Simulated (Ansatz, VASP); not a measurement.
## One calculation of Cs, two programs

INCAR

```
SYSTEM = Cs
  PREC = Accurate
  ENCUT = 520
  EDIFF = 1E-6
  ISMEAR = -1
  SIGMA = 0.08
  LREAL = .FALSE.
  LASPH = .TRUE.
  NELM = 60
  ALGO = Normal
  ISIF = 2
  LWAVE = .FALSE.
  LCHARG = .FALSE.
  GGA = PE
  ISYM = 0
  NBANDS = 20
```

Contents of KPOINTS:

```
regular mesh
0
G
  4 4 6
  0 0 0
```

Contents of POSCAR:

```
Cs
1.0
    7.4493316905      0.0000000000      0.0000000000
   -3.7246658452      6.4513104852      0.0000000000
    0.0000000000      0.0000000000      4.4304345688
Cs
3
Direct
    0.0000000000      0.0000000000      0.0000000000
    0.3333333333      0.6666666667      0.5000000000
    0.6666666667      0.3333333333      0.5000000000
```

Input for Ansatz:

```yaml
crystal:
  lattice:
    - [7.4493316905, 0.0, 0.0]
    - [-3.7246658452, 6.4513104852, 0.0]
    - [0.0, 0.0, 4.4304345688]
  atoms:
    - { symbol: Cs, position: [0.0, 0.0, 0.0] }
    - { symbol: Cs, position: [0.3333333333, 0.6666666667, 0.5] }
    - { symbol: Cs, position: [0.6666666667, 0.3333333333, 0.5] }
  symmetry: { detect: false }
kpoints:
  mp_grid: { grid: [4, 4, 6] }
scf:
  occupations: { method: fermi_dirac, width: 0.08 }
hamiltonian:
  xc: pbe
  pseudopotentials: { kind: paw }
output:
  forces: true
  stress: true
  eigenvalues: true
  populations: true
```

Alike in both runs: task single point; functional PBE; k mesh 4 × 4 × 6; occupations fermi-dirac, width 0.08 eV; no spin polarisation.

```csv
,VASP,Ansatz
version,VASP 6.6.1,Ansatz 0.2.0
potentials or method,"VASP PAW PBE potentials, release 64 (Cs_sv)","PAW with Ansatz's default frozen-core files, scalar-relativistic"
plane-wave cutoff (eV),520,420
valence electrons in the cell,27,27
```

```tsv
	VASP	Ansatz	Ansatz less VASP
gap on the k mesh at the Fermi level (eV)	none	none	-
pressure (GPa)	2.1	2.1	+0.01
```

A gap of «none» marks a metal or a gap that the smearing closes.

Spin-orbit coupling is off throughout.
